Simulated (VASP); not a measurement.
# PbSe: relaxation of cell and atoms with LDA

PbSe:

```
Pb Se
1.0
     0.00000    3.10868    3.10868
     3.10868    0.00000    3.10868
     3.10868    3.10868    0.00000
Pb Se
1 1
Direct
  0.00000 0.00000 0.00000
  0.50000 0.50000 0.50000
```

```
Program                : VASP 6.6.1
Task                   : relaxation of cell and atoms
Functional             : LDA
Potentials or basis    : VASP PAW LDA potentials, release 64 (Pb_d, Se)
Cutoff                 : 600 eV
k mesh                 : 6 × 6 × 6
Occupations            : fermi-dirac, width 0.02 eV
Spin                   : no spin polarisation
Dipole correction      : no
Further INCAR settings : ALGO = Normal; EDIFF = 1e-06; IBRION = 2; EDIFFG = -0.005; NSW = 80; ISIF = 3
```

| Item | Value |
| --- | --- |
| Relaxed volume | 27.54 Å³/atom |
| Relaxed cell | a = 4.270 Å, b = 4.270 Å, c = 4.270 Å, α = 60.00°, β = 60.00°, γ = 60.00° |
| Space group after relaxing (to 0.05 Å) | Fm-3m (No. 225) |
| Energy gained by relaxing | 33.6 meV/atom |
| Ionic steps | 3 |
| Pressure after relaxing | 0.0 GPa |
| Band gap on the k mesh | 0.03 eV, direct |

The path:
```
step  energy change (eV)  largest force (eV/Å)  pressure (GPa)  volume (Å³)
   1              0.0000                0.0000           -4.06        60.08
   2             -0.0611                0.0000            1.39        53.70
   3             -0.0671                0.0000            0.02        55.07
```

Final structure:
```xyz
2
Lattice="0.0000 3.0197 3.0197 3.0197 0.0000 3.0197 3.0197 3.0197 0.0000" Properties=species:S:1:pos:R:3 pbc="T T T"
Pb    0.0000    0.0000    0.0000
Se    3.0197    3.0197    3.0197
```

Levels at points of the mesh, in eV from the valence-band top:
```tsv
k point	band 6	band 7	band 8	band 9	band 10	band 11	band 12	band 13	band 14
(0.00, 0.00, 0.00)	-14.01	-6.35	-2.10	-2.10	-2.10	4.66	4.66	4.66	6.36
(0.50, 0.00, 0.00)	-12.83	-9.13	-1.64	-1.64	0.00	0.03	1.48	1.48	8.43
(0.50, 0.50, 0.00)	-12.39	-7.56	-5.40	-3.54	-3.54	3.41	5.63	5.63	6.08
```

It took 21 s on 1 thread of AMD EPYC 9R45 (Zen 5), with other jobs on the host, peak memory 0.15 GiB.

Caveat: spin-orbit coupling is left out, which moves the levels of the heavy elements. A k mesh can miss the band edges.
